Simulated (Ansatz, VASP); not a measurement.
One calculation of Ag, two programs

INCAR

```
  PREC = Accurate
  ENCUT = 520
  EDIFF = 1E-7
  ISMEAR = -1
  SIGMA = 0.08
  LREAL = F
  LASPH = T
  NELM = 60
  ALGO = Normal
  ISIF = 2
  LWAVE = F
  LCHARG = F
  GGA = PE
  NBANDS = 12
```

The input KPOINTS:

```
regular mesh
0
Gamma
  16 16 16
```

File POSCAR:

```
Ag
1.0
    2.2122687713      0.0000000000      0.0000000000
    0.0000000000      2.2122687713      0.0000000000
    0.0000000000      0.0000000000      2.2122687713
Ag
1
Direct
    0.0000000000      0.0000000000      0.0000000000
```

Input for Ansatz:

```yaml
crystal:
  lattice:
    - [2.2122687713, 0.0, 0.0]
    - [0.0, 2.2122687713, 0.0]
    - [0.0, 0.0, 2.2122687713]
  atoms:
    - { symbol: Ag, position: [0.0, 0.0, 0.0] }
kpoints:
  mp_grid: { grid: [16, 16, 16] }
scf:
  occupations: { method: fermi_dirac, width: 0.08 }
hamiltonian:
  xc: pbe
  pseudopotentials: { kind: all_electron, lapw: { basis_error: 0.001 } }
output:
  forces: true
  stress: true
  eigenvalues: true
  populations: true
```

Change from the starting cell: volume scaled by 0.52, LAPW.

Alike in both runs: task single point; functional PBE; k mesh 16 × 16 × 16; occupations fermi-dirac, width 0.08 eV; no spin polarisation.

```csv
,VASP,Ansatz
version,VASP 6.6.1,Ansatz 0.2.0
potentials or method,"VASP PAW PBE potentials, release 64 (Ag), cutoff 520 eV","all-electron LAPW, scalar-relativistic"
```

Ansatz gave:

| Property | Result |
| --- | --- |
| pressure (GPa) | 267.2 |

Question: Which values does VASP return?

Answer: Pressure (GPa): 263.8.

Both programs put the cell under a high pressure, so it lies far from rest at this level. Ansatz ran all-electron here, and VASP with PAW potentials.

Noted on VASP's run: the cell as given lies far from equilibrium.
